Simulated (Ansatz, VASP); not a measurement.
CdS: VASP beside Ansatz

```xyz
4
Lattice="4.0108 0.0000 0.0000 -2.0054 3.4734 0.0000 0.0000 0.0000 6.7490" Properties=species:S:1:pos:R:3 pbc="T T T"
Cd    0.0000    2.3156    0.0000
Cd    2.0054    1.1578    3.3745
S     0.0000    2.3156    2.5984
S     2.0054    1.1578    5.9729
```

Change from the starting cell: equal xx and yy strain of -3 %.

Alike in both runs: task single point; functional PBEsol; k mesh 7 × 7 × 4; occupations fermi-dirac, width 0.01 eV; no spin polarisation.

|  | VASP | Ansatz |
| --- | --- | --- |
| version | VASP 6.6.1 | Ansatz 0.2.0 |
| potentials or method | VASP PAW PBE potentials, release 64 (Cd, S), cutoff 520 eV | all-electron LAPW, scalar-relativistic |

VASP gave:

```
gap on the k mesh at the Fermi level (eV)                     : 1.18
pressure (GPa)                                                : 4.4
traceless stress, the component that is largest in VASP (GPa) : -4.36
rms of the force components (eV/Å)                            : 0.320
```

Q: Estimate Ansatz's values.

A: gap on the k mesh at the Fermi level (eV): 1.17; pressure (GPa): 4.0; traceless stress, the component that is largest in VASP (GPa): -4.23; rms of the force components (eV/Å): 0.308.

VASP's potentials were made for PBE, not for PBEsol. Atom by atom the forces differ by 0.011 eV/Å (rms over components). Ansatz ran all-electron here, and VASP with PAW potentials.
